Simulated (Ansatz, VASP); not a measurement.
**Zn3BiO in VASP and in Ansatz**

```
Zn Bi O
1.0
     4.97581    0.00000    0.00000
    -2.48791    4.30918    0.00000
     0.00000    0.00000    4.96159
Zn Bi O
3 1 1
Direct
  0.41175 0.00000 0.00000
  0.00000 0.41175 0.00000
  0.58825 0.58825 0.00000
  0.00000 0.00000 0.50000
  0.00000 0.00000 0.00000
```

Alike in both runs: functional PBE; k mesh 12 × 12 × 8; occupations gaussian, width 0.1 eV; no spin polarisation.

Ansatz relaxed the structure, and its values are those at the end. VASP's run is a single point on that final structure, the one shown.

```csv
,VASP,Ansatz
version,VASP 6.6.1,Ansatz 0.2.0
potentials or method,"VASP PAW PBE potentials, release 64 (Zn, Bi_d, O), cutoff 520 eV","scalar-relativistic, plane waves, PAW"
valence electrons in the cell,57,57
```

```csv
,VASP,Ansatz,Ansatz less VASP
gap on the k mesh at the Fermi level (eV),none,none,-
pressure (GPa),0.2,0.0,-0.20
rms of the force components (eV/Å),0.021,0.003,-0.0184
```

A gap of «none» marks a metal or a gap that the smearing closes.

Spin-orbit coupling is off throughout.
